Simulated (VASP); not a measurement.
# H (P6_3/mmc) in VASP: further runs, part 2 of 2

VASP 6.6.1. The steps go on from the part before.

### Step 4. Single point, PBE (volume scaled by 0.9405)

File INCAR:

```
SYSTEM = H
PREC = Accurate
ENCUT = 520
EDIFF = 1E-6
ISMEAR = -1
SIGMA = 0.05
LREAL = .FALSE.
LASPH = .TRUE.
NELM = 80
ALGO = Normal
ISIF = 2
LWAVE = .FALSE.
LCHARG = .FALSE.
GGA = PE
NBANDS = 8
```

File KPOINTS:

```
Automatic mesh
0
G
  17 17 9
  0 0 0
```

File POSCAR:

```
H
1.0
    1.8931859138      0.0000000000      0.0000000000
   -0.9465929569      1.6395470954      0.0000000000
    0.0000000000      0.0000000000      1.8661603132
H
2
Direct
    0.3333333333      0.6666666667      0.2500000000
    0.6666666667      0.3333333333      0.7500000000
```

Potentials or basis: VASP PAW PBE potentials, release 64 (H).

On the command line:

```
cat potpaw_PBE.64/H/POTCAR > POTCAR
mpirun -np 1 vasp_std > vasp.out
```

OUTCAR:

```text
SYSTEM = H
   PREC = Accurate
   ENCUT = 520
   EDIFF = 1E-6
   ISMEAR = -1
   LREAL = .FALSE.
   LASPH = .TRUE.
   NELM = 80
   ISIF = 2
   GGA = PE

 ion  position               nearest neighbor table
   1  0.333  0.667  0.250-
   2  0.667  0.333  0.750-

  LATTYP: Found a hexagonal cell.
 ALAT       =     1.8931859138
 C/A-ratio  =     0.9857248037

  Lattice vectors:

 A1 = (   1.8931859138,   0.0000000000,   0.0000000000)
 A2 = (  -0.9465929569,   1.6395470954,   0.0000000000)
 A3 = (   0.0000000000,   0.0000000000,   1.8661603132)

Analysis of symmetry for initial positions (statically):
=====================================================================
 Subroutine PRICEL returns:
 Original cell was already a primitive cell.

 Routine SETGRP: Setting up the symmetry group for a
 hexagonal supercell.

 Subroutine GETGRP returns: Found 24 space group operations
 (whereof 12 operations were pure point group operations)
 out of a pool of 24 trial point group operations.

The static configuration has the point symmetry D_3d.
 The point group associated with its full space group is D_6h.

Analysis of symmetry for dynamics (positions and initial velocities):
=====================================================================
 Subroutine PRICEL returns:
 Original cell was already a primitive cell.

 Routine SETGRP: Setting up the symmetry group for a
 hexagonal supercell.

 Subroutine GETGRP returns: Found 24 space group operations
 (whereof 12 operations were pure point group operations)
 out of a pool of 24 trial point group operations.

The dynamic configuration has the point symmetry D_3d.
 The point group associated with its full space group is D_6h.

 Subroutine INISYM returns: Found 24 space group operations
 (whereof 12 operations are pure point group operations),
 and found     1 'primitive' translations

[... 111 lines left out ...]
   IALGO  =     38    algorithm
   IMIX   =      4    mixing-type and parameters
     AMIX     =   0.40;   BMIX     =  1.00
     AMIX_MAG =   1.60;   BMIX_MAG =  1.00
  volume/ion in A,a.u.               =       2.90        19.54
  Fermi-wavevector in a.u.,A,eV,Ry     =   1.148496  2.170343 17.946668  1.319043
  Thomas-Fermi vector in A             =   2.285171
   LORBIT       =      0    0 simple, 1 ext, 2 COOP (PROOUT), +10 PAW based schemes
   GGA     = PE    functional components
   LHFCALC =     F    Hartree Fock is set to
   AEXX    =    0.0000 exact exchange contribution
   IVDW    =     0    specifies the selected vdW correction
   LEPSILON=     F    determine dielectric tensor
   LRPA    =     F    only Hartree local field effects (RPA)
 non-spin polarized calculation
  energy-cutoff  :      520.00
  volume of cell :        5.79
 maximum number of plane-waves:       175
 NGX is ok and might be reduce to    14
   NGX =  7   NGY =  7   NGZ =  7

 number of electron       2.0000000 magnetization

 Free energy of the ion-electron system (eV)
  ---------------------------------------------------
  ext. energy  EPLUGINS =         0.00000000
  ---------------------------------------------------
  free energy    TOTEN  =        -4.53259043 eV

  energy without entropy =       -4.53093978  energy(sigma->0) =       -4.53176511

 E-fermi :   3.2458     XC(G=0): -11.1111

 val. band max:        3.2385665566   @ k =   0.4118   0.1765   0.1111
 cond. band min:       3.3039744684   @ k =   0.3529   0.1176   0.4444
 fundamental gap:      0.0654079118
 Fermi energy:         3.2457506887

 k-point     1 :       0.0000    0.0000    0.0000
  band No.  band energies     occupation
      1     -13.7330      2.00000
      2      20.8655      0.00000
      3      32.3255      0.00000
      4      40.6405      0.00000
      5      43.3577      0.00000
      6      43.6954      0.00000
      7      43.6954      0.00000
      8      46.7749      0.00000
[... 243 lines left out ...]
 k-point    24 :       0.1765    0.1765    0.0000
  band No.  band energies     occupation
      1      -8.7729      2.00000
      2      13.1361      0.00000
      3      21.1644      0.00000
      4      33.2095      0.00000
      5      37.4938      0.00000
      6      47.6483      0.00000
      7      49.2444      0.00000
      8      57.7154      0.00000

 [... further k-points ...]
[... 5 lines left out ...]
  --------------------------------------------------------------------------------------
  -------------------------------------------------------------------------------------
  Total        0.2298277      0.2298277      0.2428671      0.0000000     -0.0000000      0.0000000
  in kB       63.5692258     63.5692258     67.1758393      0.0000000     -0.0000000      0.0000000
  external PRESSURE =      64.7714303 kB  Pullay stress =       0.0000000 kB

 VOLUME and BASIS-vectors are now :
 -----------------------------------------------------------------------------
  energy-cutoff  :      520.00
  volume of cell :        5.79
      direct lattice vectors                 reciprocal lattice vectors
     1.893185914  0.000000000  0.000000000     0.528210142  0.304962268  0.000000000
    -0.946592957  1.639547095  0.000000000     0.000000000  0.609924535  0.000000000
     0.000000000  0.000000000  1.866160313     0.000000000  0.000000000  0.535859643

 POSITION                                       TOTAL-FORCE (eV/Angst)
 -----------------------------------------------------------------------------------
     -0.00000      1.09303      0.46654         0.000000      0.000000      0.000000
      0.94659      0.54652      1.39962        -0.000000     -0.000000      0.000000
 -----------------------------------------------------------------------------------
    total drift:                               -0.000000      0.000000     -0.000000

  FREE ENERGIE OF THE ION-ELECTRON SYSTEM (eV)
  ---------------------------------------------------
  free  energy   TOTEN  =        -4.5325904272 eV

  energy  without entropy=       -4.5309397830  energy(sigma->0) =       -4.53176511
```

OSZICAR:

```text
N       E                     dE             d eps       ncg     rms          rms(c)
DAV:   1    -0.431416557519E+01   -0.43142E+01   -0.11046E+03  3064   0.209E+02
DAV:   2    -0.453042480257E+01   -0.21626E+00   -0.21556E+00  3552   0.879E+00
DAV:   3    -0.453059763569E+01   -0.17283E-03   -0.17283E-03  2968   0.214E-01
DAV:   4    -0.453059763893E+01   -0.32388E-08   -0.33711E-08  3728   0.849E-04
DAV:   5    -0.453059763927E+01   -0.34575E-09   -0.18822E-13  2824   0.128E-06    0.717E-01
DAV:   6    -0.453156324361E+01   -0.96560E-03   -0.94504E-05  3216   0.595E-02    0.441E-01
DAV:   7    -0.453258675605E+01   -0.10235E-02   -0.59587E-04  3088   0.127E-01    0.232E-02
DAV:   8    -0.453259080895E+01   -0.40529E-05   -0.47956E-06  3424   0.140E-02    0.107E-02
DAV:   9    -0.453259042717E+01    0.38178E-06   -0.51342E-08  1560   0.174E-03
   1 F= -.45325904E+01 E0= -.45317651E+01  d E =-.165064E-02
```

stdout:

```text
POSCAR found type information on POSCAR H
 POSCAR found :  1 types and       2 ions
 scaLAPACK will be used
 LDA part: xc-table for (Slater+PW92), standard interpolation
 POSCAR, INCAR and KPOINTS ok, starting setup
 FFT: planning ... GRIDC
 FFT: planning ... GRID_SOFT
 FFT: planning ... GRID
 WAVECAR not read
 entering main loop
```

Wall time 2.6 s (1 thread of Intel Xeon 6975P-C (Granite Rapids), shared host); peak memory 0.1 GiB.

Results:

```yaml
Free_energy: -4.5326 eV
Pressure: 6.5 GPa
Band_gap_on_the_k_mesh: zero (band 1 reaches 7.42 eV, above the bottom of band 2 at -0.87 eV)
```

Caveat: the k points lie up to 0.37 Å⁻¹ apart.
